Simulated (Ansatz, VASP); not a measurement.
One calculation of ZnInC6N6, two programs

```xyz
14
Lattice="0.0055 5.5292 5.5158 5.5236 0.0092 5.5124 5.5498 5.5525 -0.0168" Properties=species:S:1:pos:R:3 pbc="T T T"
Zn    5.5498    5.5525   -0.0169
In    5.5394    5.5455    5.5056
C     2.1554    5.5368    5.5144
C     5.5248    2.1618    5.5101
C     5.5456    5.5511    2.1195
C     8.9235    5.5541    5.4969
C     5.5540    8.9291    5.5013
C     5.5333    5.5399    8.8918
N     3.3199    5.5456    5.5090
N     5.5333    3.3264    5.5063
N     5.5399    5.5475    3.2837
N     7.7590    5.5453    5.5023
N     5.5456    7.7646    5.5051
N     5.5388    5.5435    7.7276
```

Change from the starting cell: cell x1, atoms moved at random (sigma 0.05 Å) and cell strained at random (1.5 %), then relaxed without symmetry.

Alike in both runs: functional PBE; k mesh 4 × 4 × 4; occupations gaussian, width 0.2 eV; no spin polarisation.

Ansatz relaxed the structure, and its values are those at the end. VASP's run is a single point on that final structure, the one shown.

|  | VASP | Ansatz |
| --- | --- | --- |
| version | VASP 6.6.1 | Ansatz 0.2.0 |
| potentials or method | VASP PAW PBE potentials, release 64 (Zn, In_d, C, N), cutoff 520 eV | scalar-relativistic, plane waves, PAW |
| valence electrons in the cell | 79 | 79 |

VASP gave:

```
gap on the k mesh at the Fermi level (eV) : none
pressure (GPa)                            : 0.4
rms of the force components (eV/Å)        : 0.220
```

**Question.** What did Ansatz give for the same quantities?

**Answer.** gap on the k mesh at the Fermi level (eV): none; pressure (GPa): 0.0; rms of the force components (eV/Å): 0.001.

A gap of «none» marks a metal or a gap that the smearing closes. One of these differences is far larger than is usual between the two programs; its cause wasn't traced. With one functional, cell and mesh, what is left measures potentials, basis and numerics.

Noted on VASP's run: the standard files for N, O and F lose accuracy on very short bonds.
